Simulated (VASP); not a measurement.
# SnO: single point with r2SCAN

The system is SnO.

```xyz
4
Lattice="3.8075 0.0000 0.0000 0.0000 3.8075 0.0000 0.0000 0.0000 4.9263" Properties=species:S:1:pos:R:3 pbc="T T T"
Sn    1.9038    0.0000    1.1473
Sn    0.0000    1.9038    3.7789
O     0.0000    0.0000    0.0000
O     1.9038    1.9038    0.0000
```

```
Program             : VASP 6.6.1
Task                : single point
Functional          : r2SCAN
Potentials or basis : VASP PAW PBE potentials, release 64 (Sn_d, O)
Cutoff              : 520 eV
k mesh              : 9 × 9 × 7
Occupations         : fermi-dirac, width 0.1 eV
Spin                : no spin polarisation
```

```
Pressure               : 0.6 GPa
Largest force          : 0.140 eV/Å
Band gap on the k mesh : 0.49 eV (least direct gap 2.34 eV)
```

Forces in eV/Å, atoms in the order of the input:
```
Sn   0.000  0.000  0.140
Sn   0.000  0.000 -0.140
O    0.000  0.000  0.000
O    0.000  0.000  0.000
```

Levels at points of the mesh, in eV from the valence-band top:
| k point | band 17 | band 18 | band 19 | band 20 | band 21 | band 22 | band 23 | band 24 |
| --- | --- | --- | --- | --- | --- | --- | --- | --- |
| (0.00, 0.00, 0.00) | -3.87 | -3.57 | -3.57 | 0.00 | 2.35 | 4.40 | 5.01 | 5.01 |

Wall time 2.3 min on 1 thread of Intel(R) Xeon(R) 6975P-C (Granite Rapids), with other jobs on the host, peak memory 0.24 GiB.

Caveat: the PAW data sets were made with another functional, which shifts forces and pressure a little; spin-orbit coupling is left out, which moves the levels of the heavy elements; an odd mesh through Γ misses points on the zone boundary, where band edges can lie.
